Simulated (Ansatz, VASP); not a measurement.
**Two plane-wave programs on NaI**

POSCAR

```
NaI
1.0
    0.0000000000      3.2929701417      3.2929701417
    3.2929701417      0.0000000000      3.2929701417
    3.2929701417      3.2929701417      0.0000000000
Na I
1 1
Direct
    0.0000000000      0.0000000000      0.0000000000
    0.5000000000      0.5000000000      0.5000000000
```

INCAR.step1

```
PREC = Accurate ; ENCUT = 550
ISMEAR = 0 ; SIGMA = 0.01
LREAL = False ; LASPH = True
NELM = 120 ; NBANDS = 14
GGA = PE ; ALGO = Normal
EDIFF = 1E-5 ; LWAVE = True
LCHARG = False ; GGA_COMPAT = False
```

Contents of INCAR.step2:

```
PREC = Accurate ; ENCUT = 550
EDIFF = 1E-6 ; ISMEAR = 0
SIGMA = 0.01 ; LREAL = False
LASPH = True ; NELM = 120
ALGO = Normal ; ISIF = 2
LWAVE = False ; LCHARG = False
METAGGA = R2SCAN ; LMIXTAU = True
NBANDS = 14 ; ISTART = 1
GGA_COMPAT = False
```

KPOINTS

```
regular mesh
0
Gamma
  6 6 6
```

Input for Ansatz:

```yaml
crystal:
  lattice:
    - [0.0, 3.2929701417, 3.2929701417]
    - [3.2929701417, 0.0, 3.2929701417]
    - [3.2929701417, 3.2929701417, 0.0]
  atoms:
    - { symbol: Na, position: [0.0, 0.0, 0.0] }
    - { symbol: I, position: [0.5, 0.5, 0.5] }
kpoints:
  mp_grid: { grid: [6, 6, 6] }
hamiltonian:
  xc: r2scan
scf:
  occupations: { method: fixed }
  n_extra_bands: 4
output:
  forces: true
  stress: true
  eigenvalues: true
```

Alike in both runs: task single point; functional r2SCAN; k mesh 6 × 6 × 6; no spin polarisation.

```csv
,VASP,Ansatz
version,VASP 6.6.1,Ansatz 0.2.0
potentials or method,"VASP PAW PBE potentials, release 64 (Na_pv, I)","plane waves, PAW"
plane-wave cutoff (eV),550,500
occupations,"gaussian, width 0.01 eV",fixed
valence electrons in the cell,14,26
```

VASP gave:

| Quantity | Value |
| --- | --- |
| gap on the k mesh at the Fermi level (eV) | 4.29 |
| pressure (GPa) | -0.9 |

Task: Which values does Ansatz return?

Result: gap on the k mesh at the Fermi level (eV): 4.28; pressure (GPa): -0.9.

VASP's potentials were made for PBE, not for r2SCAN. VASP's potentials hold 14 valence electrons a cell and Ansatz's 26, so a difference there can come from the potentials and not from the codes.

Spin-orbit coupling is off throughout.
